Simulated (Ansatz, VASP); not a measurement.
## One calculation of TiC, two programs

```
CELL_PARAMETERS angstrom
0.00000 2.13501 2.13501
2.13501 0.00000 2.13501
2.13501 2.13501 0.00000
ATOMIC_POSITIONS crystal
Ti 0.00000 0.00000 0.00000
C 0.50000 0.50000 0.50000
```

Alike in both runs: functional r2SCAN; k mesh 13 × 13 × 13; occupations fermi-dirac, width 0.1 eV; no spin polarisation.

Ansatz relaxed the structure, and its values are those at the end. VASP's run is a single point on that final structure, the one shown.

```csv
,VASP,Ansatz
version,VASP 6.6.1,Ansatz 0.2.0
potentials or method,"VASP PAW PBE potentials, release 64 (Ti_sv, C), cutoff 520 eV",PAW plane waves
valence electrons in the cell,16,16
```

```csv
,VASP,Ansatz,Ansatz less VASP
pressure (GPa),12.5,11.6,-0.88
```

VASP's potentials were made for PBE, not for r2SCAN. Ansatz's warnings: stress scf threshold loose.
